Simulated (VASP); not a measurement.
Ca, 4 atoms in the cell. Symmetry: Cmce, No. 64, orthorhombic system. The conventional cell has a = 5.994 Å, b = 10.159 Å, c = 6.002 Å, α = 90.00°, β = 90.00°, γ = 90.00°. Ca (site symmetry m) has 7 Ca at 3.24 to 3.71 Å within 4.3 Å. 

```yaml
Program: VASP 6.6.1
Task: single point
Functional: r2SCAN
Potentials_or_basis: VASP PAW PBE potentials, release 64 (Ca_sv)
Cutoff: 520 eV
k_mesh: 4 × 4 × 4
Occupations: gaussian, width 0.1 eV
Spin: no spin polarisation
Dipole_correction: no
Further_INCAR_settings: ALGO = Normal; EDIFF = 1e-06; NBANDS = 28
```

Potentials or basis: VASP PAW PBE potentials, release 64 (Ca_sv).

Run with:

```console
$ cat potpaw_PBE.64/Ca_sv/POTCAR > POTCAR
$ cp INCAR.step1 INCAR
$ mpirun -np 1 vasp_std > vasp.out
$ cp INCAR.step2 INCAR
$ mpirun -np 1 vasp_std > vasp.out
```

Hardware: 1 thread of Intel(R) Xeon(R) Platinum 8488C (Sapphire Rapids) (shared host).

Q: Estimate the wall time of this run.

A: It took 4.4 min on 1 thread of Intel(R) Xeon(R) Platinum 8488C (Sapphire Rapids) (shared host), peak memory 0.39 GiB. Counts: k points 21.
